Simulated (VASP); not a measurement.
Here is a VASP 6.6.1 calculation.

Contents of INCAR:

```
PREC = Accurate ; ENCUT = 600
EDIFF = 1E-7 ; ISMEAR = 0
SIGMA = 0.15 ; LREAL = False
LASPH = True ; NELM = 100
ALGO = Fast ; ISIF = 3
LWAVE = False ; LCHARG = False
GGA = PE ; IBRION = 2
NSW = 100 ; EDIFFG = -0.01
```

The input KPOINTS:

```
Automatic mesh
0
Gamma
  12 12 8
```

POSCAR

```
Ir
1.0
    2.7576401357     -0.0070894571     -0.0268419873
   -1.3849597178      2.4128247988      0.0060639188
   -0.0434974853     -0.0137665154      4.4449879172
Ir
2
Direct
    0.6742345053      0.3311476347      0.7543184500
    0.3257654947      0.6688523653      0.2456815500
```

Potentials or basis: VASP PAW PBE potentials, release 64 (Ir).

The run is started by

```bash
$ cat potpaw_PBE.64/Ir/POTCAR > POTCAR
$ mpirun -np 1 vasp_std > vasp.out
```

(1) Predict the band gap on the k mesh.

(2) Estimate the space group after relaxing (to 0.1 Å).

Results:

(1) zero (bands 9 and 10 overlap by 3.18 eV).

(2) P6_3/mmc (No. 194).

Caveat: spin-orbit coupling is left out, which moves the levels of the heavy elements.
